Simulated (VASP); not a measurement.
Wanted: the native input for a VASP 6.6.1 run.

```yaml
Task: single point
Functional: PBE
Potentials_or_basis: VASP PAW PBE potentials, release 64 (Te)
Cutoff: 520 eV
k_mesh: 16 × 16 × 16
Occupations: fermi-dirac, width 0.1 eV
Spin: no spin polarisation
Dipole_correction: no
Further_INCAR_settings: ALGO = Normal; EDIFF = 1e-06; NBANDS = 9
```

The structure of Te lies in POSCAR:

```
Te
1.0
    3.2020302061      0.0000000000      0.0000000000
    0.0000000000      3.2020302061      0.0000000000
    0.0000000000      0.0000000000      3.2020302061
Te
1
Direct
    0.0000000000      0.0000000000      0.0000000000
```

This isn't the form of Te at room conditions, which is trigonal, of chains.

The input as run:

INCAR

```
PREC = Accurate
ENCUT = 520
EDIFF = 1E-6
ISMEAR = -1
SIGMA = 0.1
LREAL = F
LASPH = T
NELM = 60
ALGO = Normal
ISIF = 2
LWAVE = F
LCHARG = T
GGA = PE
LELF = T
LVHAR = T
NBANDS = 9
```

KPOINTS

```
Automatic mesh
0
Gamma
  16 16 16
```

Potentials or basis: VASP PAW PBE potentials, release 64 (Te).

Command:

```bash
$ cat potpaw_PBE.64/Te/POTCAR > POTCAR
$ mpirun -np 1 vasp_std > vasp.out
```

Results of the run:

- Pressure: -0.1 GPa
- Band gap on the k mesh: zero (bands 3 and 4 overlap by 5.48 eV)

Caveat: spin-orbit coupling is left out, which moves the levels of the heavy elements.

It took 13 s on 1 thread of Intel(R) Xeon(R) Platinum 8375C CPU @ 2.90GHz (Ice Lake) (shared host), peak memory 0.17 GiB.
